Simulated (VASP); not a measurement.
Input of a VASP 6.6.1 run:

Contents of POSCAR:

```
Ag2ClF
1.0
    1.9036517677      1.0990738605      5.2195387457
   -1.9036517677      1.0990738605      5.2195387457
    0.0000000000     -2.1981477210      5.2195387457
F Cl Ag
1 1 2
Direct
    1.0000000000      0.0000000000      0.0000000000
    0.5000000000      0.5000000000      0.5000000000
    0.2656404912      0.2656404912      0.2656404912
    0.7343595088      0.7343595088      0.7343595088
```

File INCAR.step1:

```
ALGO = Normal ; EDIFF = 1E-4
ENCUT = 520 ; GGA = PE
ISMEAR = -1 ; LASPH = T
LCHARG = F ; LREAL = F
LWAVE = T ; NBANDS = 26
NELM = 60 ; PREC = Accurate
SIGMA = 0.02
```

File INCAR.step2:

```
ALGO = Normal ; EDIFF = 1E-6
ENCUT = 520 ; ISIF = 2
ISMEAR = -1 ; ISTART = 1
LASPH = T ; LCHARG = F
LMIXTAU = T ; LREAL = F
LWAVE = F ; METAGGA = R2SCAN
NBANDS = 26 ; NELM = 60
PREC = Accurate ; SIGMA = 0.02
```

KPOINTS

```
k-points
0
Gamma
  6 6 6
```

Potentials or basis: VASP PAW PBE potentials, release 64 (F, Cl, Ag).

Command:

```console
$ cat potpaw_PBE.64/F/POTCAR potpaw_PBE.64/Cl/POTCAR potpaw_PBE.64/Ag/POTCAR > POTCAR
$ cp INCAR.step1 INCAR
$ mpirun -np 1 vasp_std > vasp.out
$ cp INCAR.step2 INCAR
$ mpirun -np 1 vasp_std > vasp.out
```

Estimate the band gap on the k mesh.

0.21 eV, direct.

What does it give for the largest force?

0.020 eV/Å.

Stress tensor (GPa, compression positive):
```
5.19 0.00 0.00
0.00 5.19 0.00
0.00 0.00 3.91
```

Caveat: the PAW data sets were made with another functional, which shifts forces and pressure a little.
